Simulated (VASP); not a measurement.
# Ga (Fd-3m) in VASP: single point with PBEsol

Aim: the single point of Ga with PBEsol.

Program: VASP 6.6.1. These are calculated values, not measurements. Logs are shortened: lines on timing, memory, paths and dates and some standing lists are left out, and cuts for length are marked.

### Step 1. The cell of the first run

Symmetry: Fd-3m, No. 227, cubic system. The conventional cell has a = 5.762 Å, b = 5.762 Å, c = 5.762 Å, α = 90.00°, β = 90.00°, γ = 90.00°. Within 3.3 Å of Ga (site symmetry -43m) lie 4 Ga at 2.49 Å.

### Step 2. Single point, PBEsol

The input, INCAR:

```
PREC = Accurate
ENCUT = 520
EDIFF = 1E-6
ISMEAR = -1
SIGMA = 0.13605693000000002
LREAL = False
LASPH = True
NELM = 100
ALGO = Normal
ISIF = 2
LWAVE = False
LCHARG = False
GGA = PS
NBANDS = 20
```

The input, KPOINTS:

```
Automatic mesh
0
Gamma
  8 8 8
```

The input, POSCAR:

```
Ga
1.0
    0.0000000000      2.8808890002      2.8808890002
    2.8808890002      0.0000000000      2.8808890002
    2.8808890002      2.8808890002      0.0000000000
Ga
2
Direct
    0.0000000000      0.0000000000      0.0000000000
    0.2500000000      0.2500000000      0.2500000000
```

Potentials or basis: VASP PAW PBE potentials, release 64 (Ga_d).

Started as:

```
> cat potpaw_PBE.64/Ga_d/POTCAR > POTCAR
> mpirun -np 1 vasp_std > vasp.out
```

OUTCAR:

```text
PREC = Accurate
   ENCUT = 520
   EDIFF = 1E-6
   ISMEAR = -1
   LREAL = False
   LASPH = True
   NELM = 100
   ISIF = 2
   GGA = PS

 ion  position               nearest neighbor table
   1  0.000  0.000  0.000-   2 2.49   2 2.49   2 2.49   2 2.49
   2  0.250  0.250  0.250-   1 2.49   1 2.49   1 2.49   1 2.49

  LATTYP: Found a face centered cubic cell.
 ALAT       =     5.7617780004

  Lattice vectors:

 A1 = (   0.0000000000,   2.8808890002,   2.8808890002)
 A2 = (   2.8808890002,   0.0000000000,   2.8808890002)
 A3 = (   2.8808890002,   2.8808890002,   0.0000000000)

Analysis of symmetry for initial positions (statically):
=====================================================================
 Subroutine PRICEL returns:
 Original cell was already a primitive cell.

 Routine SETGRP: Setting up the symmetry group for a
 face centered cubic supercell.

 Subroutine GETGRP returns: Found 48 space group operations
 (whereof 24 operations were pure point group operations)
 out of a pool of 48 trial point group operations.

The static configuration has the point symmetry T_d .
 The point group associated with its full space group is O_h .

Analysis of symmetry for dynamics (positions and initial velocities):
=====================================================================
 Subroutine PRICEL returns:
 Original cell was already a primitive cell.

 Routine SETGRP: Setting up the symmetry group for a
 face centered cubic supercell.

 Subroutine GETGRP returns: Found 48 space group operations
 (whereof 24 operations were pure point group operations)
 out of a pool of 48 trial point group operations.

The dynamic configuration has the point symmetry T_d .
 The point group associated with its full space group is O_h .

 Subroutine INISYM returns: Found 48 space group operations
 (whereof 24 operations are pure point group operations),
 and found     1 'primitive' translations

----------------------------------------------------------------------------------------

                                     Primitive cell

  volume of cell :      47.8200

  direct lattice vectors                    reciprocal lattice vectors
     0.000000000  2.880889000  2.880889000    -0.173557537  0.173557537  0.173557537
     2.880889000  0.000000000  2.880889000     0.173557537 -0.173557537  0.173557537
     2.880889000  2.880889000  0.000000000     0.173557537  0.173557537 -0.173557537

  length of vectors
     4.074192296  4.074192296  4.074192296     0.300610473  0.300610473  0.300610473

  position of ions in fractional coordinates (direct lattice)
     0.000000000  0.000000000  0.000000000
     0.250000000  0.250000000  0.250000000

  ion indices of the primitive-cell ions
   primitive index   ion index
                 1           1
                 2           2

----------------------------------------------------------------------------------------

 KPOINTS: Automatic mesh

Automatic generation of k-mesh.
 Grid dimensions read from file:
 generate k-points for:    8    8    8

 Generating k-lattice:

  Cartesian coordinates                     Fractional coordinates (reciprocal lattice)
    -0.021694692  0.021694692  0.021694692     0.125000000  0.000000000  0.000000000
     0.021694692 -0.021694692  0.021694692     0.000000000  0.125000000  0.000000000
     0.021694692  0.021694692 -0.021694692     0.000000000  0.000000000  0.125000000

  Length of vectors
     0.037576309  0.037576309  0.037576309

  Shift w.r.t. Gamma in fractional coordinates (k-lattice)
     0.000000000  0.000000000  0.000000000

 Subroutine IBZKPT returns following result:
 ===========================================

 Found     29 irreducible k-points:

 Following reciprocal coordinates:
            Coordinates               Weight
  0.000000  0.000000  0.000000      1.000000
  0.125000  0.000000  0.000000      8.000000
  0.250000  0.000000  0.000000      8.000000
  0.375000  0.000000  0.000000      8.000000
  0.500000  0.000000  0.000000      4.000000
  0.125000  0.125000  0.000000      6.000000
[... 16 lines left out ...]
  0.500000  0.250000  0.125000     48.000000
 -0.375000  0.250000  0.125000     24.000000
 [... further k-points ...]
   k-points           NKPTS =     29   k-points in BZ     NKDIM =     29   number of bands    NBANDS=     20
   number of dos      NEDOS =    301   number of ions     NIONS =      2
   total plane-waves  NPLWV =  27000
   dimension x,y,z NGX =    30 NGY =   30 NGZ =   30
   dimension x,y,z NGXF=    60 NGYF=   60 NGZF=   60
   ions per type =               2
   NGX,Y,Z   is equivalent  to a cutoff of  12.24, 12.24, 12.24 a.u.
   NGXF,Y,Z  is equivalent  to a cutoff of  24.48, 24.48, 24.48 a.u.
 SYSTEM =  unknown system
   PREC   = accura    normal or accurate (medium, high low for compatibility)
   ISTART =      0    job   : 0-new  1-cont  2-samecut
   ICHARG =      2    charge: 1-file 2-atom 10-const
   ISPIN  =      1    spin polarized calculation?
   LNONCOLLINEAR =      F non collinear calculations
   LSORBIT =      F    spin-orbit coupling
   LASPH  =      T    aspherical Exc in radial PAW
   ENCUT  =  520.0 eV  38.22 Ry    6.18 a.u.   7.58  7.58  7.58*2*pi/ulx,y,z
   NELM   =    100;   NELMIN=  2; NELMDL= -5     # of ELM steps
   EDIFF  = 0.1E-05   stopping-criterion for ELM
   LREAL  =      F    real-space projection
   EDIFFG = 0.1E-04   stopping-criterion for IOM
   NSW    =      0    number of steps for IOM
   IBRION =     -1    ionic relax: 0-MD 1-quasi-New 2-CG
   NFREE  =      0    steps in history (QN), initial steepest desc. (CG)
   ISIF   =      2    stress and relaxation
   ISYM   =      2    0-nonsym 1-usesym 2-fastsym
   POTIM  = 0.5000    time-step for ionic-motion
   TEBEG  =    0.0;   TEEND  =   0.0 temperature during run
   PSTRESS=    0.0 pullay stress
   NELECT =      26.0000    total number of electrons
   NUPDOWN=      -1.0000    fix difference up-down
   EMIN   =  10.00;   EMAX   =-10.00  energy-range for DOS
   EFERMI =   0.00;   METHOD = LEGACY
   ISMEAR =    -1;   SIGMA  =   0.14  broadening in eV -4-tet -1-fermi 0-gaus
   EFERMI_NEDOS =   21; number of points for ismear=-14 and -15
   IALGO  =     38    algorithm
   IMIX   =      4    mixing-type and parameters
     AMIX     =   0.40;   BMIX     =  1.00
     AMIX_MAG =   1.60;   BMIX_MAG =  1.00
  volume/ion in A,a.u.               =      23.91       161.35
  Fermi-wavevector in a.u.,A,eV,Ry     =   1.336173  2.525001 24.291281  1.785359
  Thomas-Fermi vector in A             =   2.464820
   LORBIT       =      0    0 simple, 1 ext, 2 COOP (PROOUT), +10 PAW based schemes
   GGA     = PS    functional components
   LHFCALC =     F    Hartree Fock is set to
   AEXX    =    0.0000 exact exchange contribution
   IVDW    =     0    specifies the selected vdW correction
   LEPSILON=     F    determine dielectric tensor
   LRPA    =     F    only Hartree local field effects (RPA)
 non-spin polarized calculation
  energy-cutoff  :      520.00
  volume of cell :       47.82
 maximum number of plane-waves:      1308
   NGX = 15   NGY = 15   NGZ = 15

 number of electron      25.9999987 magnetization

 Free energy of the ion-electron system (eV)
  ---------------------------------------------------
  ext. energy  EPLUGINS =         0.00000000
  ---------------------------------------------------
  free energy    TOTEN  =        -6.06748402 eV

  energy without entropy =       -5.99092901  energy(sigma->0) =       -6.02920651

 E-fermi :   2.8101     XC(G=0):  -9.7385

 val. band max:        2.7704664472   @ k =  -0.3750   0.3750   0.0000
 cond. band min:       2.8727608872   @ k =  -0.2500   0.1250   0.0000
 fundamental gap:      0.1022944399
 Fermi energy:         2.8101099828

 k-point     1 :       0.0000    0.0000    0.0000
  band No.  band energies     occupation
      1     -11.9390      2.00000
      2     -11.9390      2.00000
      3     -11.9390      2.00000
      4     -11.8928      2.00000
      5     -11.8928      2.00000
      6     -11.5449      2.00000
[... 12 lines left out ...]
     19      10.6449      0.00000
     20      14.1994      0.00000

 k-point     2 :       0.1250    0.0000    0.0000
  band No.  band energies     occupation
      1     -11.9546      2.00000
      2     -11.9546      2.00000
      3     -11.9358      2.00000
      4     -11.8700      2.00000
      5     -11.8700      2.00000
      6     -11.5548      2.00000
[... 12 lines left out ...]
     19      11.7192      0.00000
     20      12.9782      0.00000

 k-point     3 :       0.2500    0.0000    0.0000
  band No.  band energies     occupation
      1     -11.9695      2.00000
      2     -11.9695      2.00000
      3     -11.9281      2.00000
      4     -11.8406      2.00000
      5     -11.8406      2.00000
      6     -11.5687      2.00000
[... 12 lines left out ...]
     19      12.0195      0.00000
     20      12.7766      0.00000

 k-point     4 :       0.3750    0.0000    0.0000
  band No.  band energies     occupation
      1     -11.9733      2.00000
      2     -11.9733      2.00000
      3     -11.9204      2.00000
      4     -11.8270      2.00000
      5     -11.8270      2.00000
      6     -11.5862      2.00000
[... 12 lines left out ...]
     19      13.4777      0.00000
     20      14.1047      0.00000

 k-point     5 :       0.5000    0.0000    0.0000
  band No.  band energies     occupation
      1     -11.9729      2.00000
      2     -11.9729      2.00000
      3     -11.9172      2.00000
      4     -11.8252      2.00000
      5     -11.8252      2.00000
      6     -11.5936      2.00000
[... 12 lines left out ...]
     19      15.3314      0.00000
     20      15.8452      0.00000
[... 353 lines left out ...]
      6     -11.6786      2.00000
[... 12 lines left out ...]
     19      16.9101      0.00000
     20      16.9102      0.00000

 k-point    22 :       0.3750    0.2500    0.1250
  band No.  band energies     occupation
      1     -11.9897      2.00000
      2     -11.9763      2.00000
      3     -11.9193      2.00000
      4     -11.8280      2.00000
      5     -11.7748      2.00000
      6     -11.6739      2.00000
[... 12 lines left out ...]
     19      12.9631      0.00000
     20      14.6011      0.00000

 k-point    23 :       0.5000    0.2500    0.1250
  band No.  band energies     occupation
      1     -12.0031      2.00000
      2     -11.9895      2.00000
      3     -11.8866      2.00000
      4     -11.8047      2.00000
      5     -11.7543      2.00000
      6     -11.6855      2.00000
[... 12 lines left out ...]
     19      14.1139      0.00000
     20      14.3946      0.00000

 k-point    24 :      -0.3750    0.2500    0.1250
  band No.  band energies     occupation
      1     -12.0109      2.00000
      2     -11.9908      2.00000
      3     -11.8724      2.00000
      4     -11.7878      2.00000
      5     -11.7578      2.00000
      6     -11.6767      2.00000
[... 12 lines left out ...]
     19      12.4681      0.00000
     20      14.9673      0.00000

 [... further k-points ...]

------------------------ aborting loop because EDIFF is reached ----------------------------------------

  FORCE on cell =-STRESS in cart. coord.  units (eV):
  Direction    XX          YY          ZZ          XY          YZ          ZX
  --------------------------------------------------------------------------------------
  -------------------------------------------------------------------------------------
  Total        0.0143240      0.0143240      0.0143240     -0.0000000      0.0000000     -0.0000000
  in kB        0.4799149      0.4799149      0.4799149     -0.0000000      0.0000000     -0.0000000
  external PRESSURE =       0.4799149 kB  Pullay stress =       0.0000000 kB

 VOLUME and BASIS-vectors are now :
 -----------------------------------------------------------------------------
  energy-cutoff  :      520.00
  volume of cell :       47.82
      direct lattice vectors                 reciprocal lattice vectors
     0.000000000  2.880889000  2.880889000    -0.173557537  0.173557537  0.173557537
     2.880889000  0.000000000  2.880889000     0.173557537 -0.173557537  0.173557537
     2.880889000  2.880889000  0.000000000     0.173557537  0.173557537 -0.173557537

 POSITION                                       TOTAL-FORCE (eV/Angst)
 -----------------------------------------------------------------------------------
      0.00000      0.00000      0.00000        -0.000000     -0.000000     -0.000000
      1.44044      1.44044      1.44044         0.000000      0.000000      0.000000
 -----------------------------------------------------------------------------------
    total drift:                                0.000000     -0.000000      0.000000

  FREE ENERGIE OF THE ION-ELECTRON SYSTEM (eV)
  ---------------------------------------------------
  free  energy   TOTEN  =        -6.0674840158 eV

  energy  without entropy=       -5.9909290068  energy(sigma->0) =       -6.02920651
```

Wall time 35 s (1 thread of Intel Xeon 8259CL, shared host); peak memory 0.17 GiB.

Results:

```yaml
Free_energy: -6.0675 eV
Pressure: 0.0 GPa
Band_gap_on_the_k_mesh: zero (band 13 reaches 5.72 eV, above the bottom of band 14 at 1.25 eV)
```

Caveat: the PAW data sets were made with another functional, which shifts forces and pressure a little.
